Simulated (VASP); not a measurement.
A run of VASP 6.6.1:

POSCAR

```
CdAu
1.0
    3.3200000000      0.0000000000      0.0000000000
    0.0000000000      3.3200000000      0.0000000000
    0.0000000000      0.0000000000      3.3200000000
Cd Au
1 1
Direct
    0.5000000000      0.5000000000      0.5000000000
    0.0000000000      0.0000000000      0.0000000000
```

The input INCAR.step1:

```
SYSTEM = CdAu
PREC = Accurate
ENCUT = 520
ISMEAR = 0
SIGMA = 0.1
LREAL = .False.
LASPH = .True.
NELM = 60
NBANDS = 18
GGA = PE
ALGO = Normal
EDIFF = 1E-4
LWAVE = .True.
LCHARG = .False.
```

Contents of INCAR.step2:

```
SYSTEM = CdAu
PREC = Accurate
ENCUT = 520
EDIFF = 1E-6
ISMEAR = 0
SIGMA = 0.1
LREAL = .False.
LASPH = .True.
NELM = 60
ALGO = Normal
ISIF = 2
LWAVE = .False.
LCHARG = .False.
METAGGA = R2SCAN
LMIXTAU = .True.
NBANDS = 18
ISTART = 1
```

KPOINTS

```
regular mesh
0
Gamma
  12 12 12
  0 0 0
```

Potentials or basis: VASP PAW PBE potentials, release 64 (Cd, Au).

Command:

```sh
$ cat potpaw_PBE.64/Cd/POTCAR potpaw_PBE.64/Au/POTCAR > POTCAR
$ cp INCAR.step1 INCAR
$ mpirun -np 1 vasp_std > vasp.out
$ cp INCAR.step2 INCAR
$ mpirun -np 1 vasp_std > vasp.out
```

Hardware: 1 thread of Intel(R) Xeon(R) 6975P-C (Granite Rapids), with other jobs on the host.

Q: Estimate the wall time of this run.

A: Wall time 95 s on 1 thread of Intel(R) Xeon(R) 6975P-C (Granite Rapids), with other jobs on the host, peak memory 0.2 GiB. Counts: k points 84.
